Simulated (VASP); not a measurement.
# CdO (Fm-3m) in VASP: settings compared

Aim: see how the results for CdO move with the level of theory and the settings. Levels: PBE, r2SCAN. Tasks: single point.

All numbers are computed with VASP 6.6.1; they aren't measurements. Logs are shortened: lines on timing, memory, paths and dates and some standing lists are left out, and cuts for length are marked.

## 1. The cell of the first run

The structure is cubic, space group Fm-3m (No. 225). The conventional cell has a = 4.861 Å, b = 4.861 Å, c = 4.861 Å, α = 90.00°, β = 90.00°, γ = 90.00°. Cd (site symmetry m-3m) has 6 O at 2.43 Å within 3.2 Å. O (site symmetry m-3m) has 6 Cd at 2.43 Å within 3.2 Å.

## 2. Single point, PBE (14.36 Å³/atom)

Contents of INCAR:

```
  PREC = Accurate
  ENCUT = 600
  EDIFF = 1E-6
  ISMEAR = -1
  SIGMA = 0.02
  LREAL = F
  LASPH = T
  NELM = 120
  ALGO = Normal
  ISIF = 2
  LWAVE = F
  LCHARG = F
  GGA = PE
  NBANDS = 16
  GGA_COMPAT = F
```

Contents of KPOINTS:

```
Automatic mesh
0
Gamma
  8 8 8
```

Contents of POSCAR:

```
CdO
1.0
    0.0000000000      2.4305921745      2.4305921745
    2.4305921745      0.0000000000      2.4305921745
    2.4305921745      2.4305921745      0.0000000000
Cd O
1 1
Direct
    0.0000000000      0.0000000000      0.0000000000
    0.5000000000      0.5000000000      0.5000000000
```

Potentials or basis: VASP PAW PBE potentials, release 64 (Cd, O).

The run is started by

```
$ cat potpaw_PBE.64/Cd/POTCAR potpaw_PBE.64/O/POTCAR > POTCAR
$ mpirun -np 1 vasp_std > vasp.out
```

OUTCAR:

```text
PREC = Accurate
   ENCUT = 600
   EDIFF = 1E-6
   ISMEAR = -1
   LREAL = F
   LASPH = T
   NELM = 120
   ISIF = 2
   GGA = PE

 ion  position               nearest neighbor table
   1  0.000  0.000  0.000-   2 2.43   2 2.43   2 2.43   2 2.43   2 2.43   2 2.43
   2  0.500  0.500  0.500-   1 2.43   1 2.43   1 2.43   1 2.43   1 2.43   1 2.43

  LATTYP: Found a face centered cubic cell.
 ALAT       =     4.8611843490

  Lattice vectors:

 A1 = (   0.0000000000,   2.4305921745,   2.4305921745)
 A2 = (   2.4305921745,   0.0000000000,   2.4305921745)
 A3 = (   2.4305921745,   2.4305921745,   0.0000000000)

Analysis of symmetry for initial positions (statically):
=====================================================================
 Subroutine PRICEL returns:
 Original cell was already a primitive cell.

 Routine SETGRP: Setting up the symmetry group for a
 face centered cubic supercell.

 Subroutine GETGRP returns: Found 48 space group operations
 (whereof 48 operations were pure point group operations)
 out of a pool of 48 trial point group operations.

The static configuration has the point symmetry O_h .

Analysis of symmetry for dynamics (positions and initial velocities):
=====================================================================
 Subroutine PRICEL returns:
 Original cell was already a primitive cell.

 Routine SETGRP: Setting up the symmetry group for a
 face centered cubic supercell.

 Subroutine GETGRP returns: Found 48 space group operations
 (whereof 48 operations were pure point group operations)
 out of a pool of 48 trial point group operations.

The dynamic configuration has the point symmetry O_h .

 Subroutine INISYM returns: Found 48 space group operations
 (whereof 48 operations are pure point group operations),
 and found     1 'primitive' translations

----------------------------------------------------------------------------------------

                                     Primitive cell

  volume of cell :      28.7188

  direct lattice vectors                    reciprocal lattice vectors
     0.000000000  2.430592175  2.430592175    -0.205711186  0.205711186  0.205711186
     2.430592175  0.000000000  2.430592175     0.205711186 -0.205711186  0.205711186
     2.430592175  2.430592175  0.000000000     0.205711186  0.205711186 -0.205711186
[... 79 lines left out ...]
   LNONCOLLINEAR =      F non collinear calculations
   LSORBIT =      F    spin-orbit coupling
   LASPH  =      T    aspherical Exc in radial PAW
   ENCUT  =  600.0 eV  44.10 Ry    6.64 a.u.   6.87  6.87  6.87*2*pi/ulx,y,z
   NELM   =    120;   NELMIN=  2; NELMDL= -5     # of ELM steps
   EDIFF  = 0.1E-05   stopping-criterion for ELM
   LREAL  =      F    real-space projection
   EDIFFG = 0.1E-04   stopping-criterion for IOM
   NSW    =      0    number of steps for IOM
   IBRION =     -1    ionic relax: 0-MD 1-quasi-New 2-CG
   NFREE  =      0    steps in history (QN), initial steepest desc. (CG)
   ISIF   =      2    stress and relaxation
   ISYM   =      2    0-nonsym 1-usesym 2-fastsym
   POTIM  = 0.5000    time-step for ionic-motion
   TEBEG  =    0.0;   TEEND  =   0.0 temperature during run
   PSTRESS=    0.0 pullay stress
   NELECT =      18.0000    total number of electrons
   NUPDOWN=      -1.0000    fix difference up-down
   EMIN   =  10.00;   EMAX   =-10.00  energy-range for DOS
   EFERMI =   0.00;   METHOD = LEGACY
   ISMEAR =    -1;   SIGMA  =   0.02  broadening in eV -4-tet -1-fermi 0-gaus
   EFERMI_NEDOS =   21; number of points for ismear=-14 and -15
   IALGO  =     38    algorithm
   IMIX   =      4    mixing-type and parameters
     AMIX     =   0.40;   BMIX     =  1.00
     AMIX_MAG =   1.60;   BMIX_MAG =  1.00
  volume/ion in A,a.u.               =      14.36        96.90
  Fermi-wavevector in a.u.,A,eV,Ry     =   1.401018  2.647539 26.706198  1.962850
  Thomas-Fermi vector in A             =   2.523921
   LORBIT       =      0    0 simple, 1 ext, 2 COOP (PROOUT), +10 PAW based schemes
   GGA     = PE    functional components
   LHFCALC =     F    Hartree Fock is set to
   AEXX    =    0.0000 exact exchange contribution
   IVDW    =     0    specifies the selected vdW correction
   LEPSILON=     F    determine dielectric tensor
   LRPA    =     F    only Hartree local field effects (RPA)
 non-spin polarized calculation
  energy-cutoff  :      600.00
  volume of cell :       28.72
 maximum number of plane-waves:       982
   NGX = 13   NGY = 13   NGZ = 13

 number of electron      18.0000003 magnetization

 Free energy of the ion-electron system (eV)
  ---------------------------------------------------
  ext. energy  EPLUGINS =         0.00000000
  ---------------------------------------------------
  free energy    TOTEN  =        -7.70781218 eV

  energy without entropy =       -7.70749898  energy(sigma->0) =       -7.70765558

 E-fermi :   1.1835     XC(G=0): -11.1353

 val. band max:        1.1374840878   @ k =   0.5000   0.0000   0.0000
 cond. band min:       1.9409114964   @ k =   0.1250   0.0000   0.0000
 fundamental gap:      0.8034274086
 Fermi energy:         1.1835055102

 k-point     1 :       0.0000    0.0000    0.0000
  band No.  band energies     occupation
      1     -15.5447      2.00000
      2      -5.4294      2.00000
      3      -5.4294      2.00000
      4      -5.4294      2.00000
      5      -5.1841      2.00000
      6      -5.1841      2.00000
[... 433 lines left out ...]
      3      -5.6073      2.00000
      4      -5.6003      2.00000
      5      -4.9971      2.00000
      6      -4.9923      2.00000
[... 8 lines left out ...]
     15      19.6409      0.00000
     16      23.0517      0.00000

 [... further k-points ...]

------------------------ aborting loop because EDIFF is reached ----------------------------------------

  FORCE on cell =-STRESS in cart. coord.  units (eV):
  Direction    XX          YY          ZZ          XY          YZ          ZX
  --------------------------------------------------------------------------------------
  -------------------------------------------------------------------------------------
  Total       -1.0139720     -1.0139720     -1.0139720      0.0000000      0.0000000      0.0000000
  in kB      -56.5679248    -56.5679248    -56.5679248      0.0000000      0.0000000      0.0000000
  external PRESSURE =     -56.5679248 kB  Pullay stress =       0.0000000 kB

 VOLUME and BASIS-vectors are now :
 -----------------------------------------------------------------------------
  energy-cutoff  :      600.00
  volume of cell :       28.72
      direct lattice vectors                 reciprocal lattice vectors
     0.000000000  2.430592175  2.430592175    -0.205711186  0.205711186  0.205711186
     2.430592175  0.000000000  2.430592175     0.205711186 -0.205711186  0.205711186
     2.430592175  2.430592175  0.000000000     0.205711186  0.205711186 -0.205711186

 POSITION                                       TOTAL-FORCE (eV/Angst)
 -----------------------------------------------------------------------------------
      0.00000      0.00000      0.00000        -0.000000      0.000000     -0.000000
      2.43059      2.43059      2.43059         0.000000     -0.000000      0.000000
 -----------------------------------------------------------------------------------
    total drift:                                0.000000      0.000000      0.000000

  FREE ENERGIE OF THE ION-ELECTRON SYSTEM (eV)
  ---------------------------------------------------
  free  energy   TOTEN  =        -7.7078121794 eV

  energy  without entropy=       -7.7074989779  energy(sigma->0) =       -7.70765558
```

OSZICAR:

```text
N       E                     dE             d eps       ncg     rms          rms(c)
DAV:   1     0.120967372219E+03    0.12097E+03   -0.11186E+04   976   0.128E+03
DAV:   2    -0.569126704886E+01   -0.12666E+03   -0.11627E+03  1064   0.294E+02
DAV:   3    -0.956441077684E+01   -0.38731E+01   -0.38663E+01  1120   0.560E+01
DAV:   4    -0.957545515907E+01   -0.11044E-01   -0.11044E-01  1136   0.286E+00
DAV:   5    -0.957549070791E+01   -0.35549E-04   -0.35549E-04  1160   0.142E-01    0.941E+00
DAV:   6    -0.782748538325E+01    0.17480E+01   -0.56836E+00  1232   0.380E+01    0.817E+00
DAV:   7    -0.772970226941E+01    0.97783E-01   -0.74553E-01   976   0.801E+00    0.384E+00
DAV:   8    -0.771015121131E+01    0.19551E-01   -0.11431E-01   960   0.295E+00    0.642E-01
DAV:   9    -0.770771393058E+01    0.24373E-02   -0.62647E-03  1112   0.733E-01    0.138E-01
DAV:  10    -0.770775865014E+01   -0.44720E-04   -0.11899E-03  1024   0.308E-01    0.455E-02
DAV:  11    -0.770781491600E+01   -0.56266E-04   -0.55638E-05  1088   0.678E-02    0.149E-02
DAV:  12    -0.770781229286E+01    0.26231E-05   -0.50076E-06  1072   0.198E-02    0.620E-03
DAV:  13    -0.770781217942E+01    0.11344E-06   -0.52216E-07   808   0.799E-03
   1 F= -.77078122E+01 E0= -.77076556E+01  d E =-.313202E-03
```

It took 7.2 s on 1 thread of Intel Xeon 6975P-C (Granite Rapids), shared host; peak memory 0.16 GiB.

What came out:

| Item | Value |
| --- | --- |
| Free energy | -7.7078 eV |
| Pressure | -5.7 GPa |
| Band gap on the k mesh | zero (bands 9 and 10 overlap by 0.61 eV) |

Caveat: the cell stands under tension; semilocal functionals underestimate gaps, so a narrow gap can read as zero.

(Part 1 of 2 ends here.)
